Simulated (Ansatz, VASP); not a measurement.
## Ca in VASP and in Ansatz

```
CELL_PARAMETERS angstrom
0.00000 2.68174 2.68174
2.68174 0.00000 2.68174
2.68174 2.68174 0.00000
ATOMIC_POSITIONS crystal
Ca 0.00000 0.00000 0.00000
```

Change from the starting cell: volume scaled by 0.95, LAPW.

Alike in both runs: task single point; functional PBEsol; k mesh 13 × 13 × 13; occupations fermi-dirac, width 0.05 eV; no spin polarisation.

|  | VASP | Ansatz |
| --- | --- | --- |
| version | VASP 6.6.1 | Ansatz 0.2.0 |
| potentials or method | VASP PAW PBE potentials, release 64 (Ca_sv), cutoff 520 eV | all-electron LAPW, scalar-relativistic |

```tsv
	VASP	Ansatz	Ansatz less VASP
pressure (GPa)	1.0	1.0	0.00
```

VASP's potentials were made for PBE, not for PBEsol. Ansatz ran all-electron here, and VASP with PAW potentials.
